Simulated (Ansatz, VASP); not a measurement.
## One calculation of Rh, two programs

INCAR

```
  PREC = Accurate
  ENCUT = 520
  EDIFF = 1E-6
  ISMEAR = 0
  SIGMA = 0.15
  LREAL = False
  LASPH = True
  NELM = 60
  ALGO = Normal
  ISIF = 2
  LWAVE = False
  LCHARG = True
  GGA = PE
  LELF = True
  LVHAR = True
  NBANDS = 14
```

Contents of KPOINTS:

```
regular mesh
0
Gamma
  22 22 22
```

Contents of POSCAR:

```
Rh
1.0
    0.0000000000      1.8540112500      1.8540112500
    1.8540112500      0.0000000000      1.8540112500
    1.8540112500      1.8540112500      0.0000000000
Rh
1
Direct
    0.0000000000      0.0000000000      0.0000000000
```

Input for Ansatz:

```yaml
crystal:
  lattice:
    - [0.0, 1.85401125, 1.85401125]
    - [1.85401125, 0.0, 1.85401125]
    - [1.85401125, 1.85401125, 0.0]
  atoms:
    - { symbol: Rh, position: [0.0, 0.0, 0.0] }
basis:
  ecutwfc: 420
kpoints:
  mp_grid: { grid: [22, 22, 22] }
hamiltonian:
  xc: pbe
scf:
  occupations: { method: gaussian, width: 0.15 }
output:
  forces: true
  stress: true
  eigenvalues: true
```

Change from the starting cell: strain -0.025 along x and y, -0.025 along z, atoms carried along.

Alike in both runs: task single point; functional PBE; k mesh 22 × 22 × 22; occupations gaussian, width 0.15 eV; no spin polarisation.

|  | VASP | Ansatz |
| --- | --- | --- |
| version | VASP 6.6.1 | Ansatz 0.2.0 |
| potentials or method | VASP PAW PBE potentials, release 64 (Rh_pv), cutoff 520 eV | scalar-relativistic, plane waves, PAW |
| valence electrons in the cell | 15 | 17 |

```csv
,VASP,Ansatz,Ansatz less VASP
gap on the k mesh at the Fermi level (eV),none,none,-
pressure (GPa),32.2,32.1,-0.06
```

A gap of «none» marks a metal or a gap that the smearing closes. Both programs put the cell under a high pressure, so it lies far from rest at this level. VASP's potentials hold 15 valence electrons a cell and Ansatz's 17, so a difference there can come from the potentials and not from the codes.
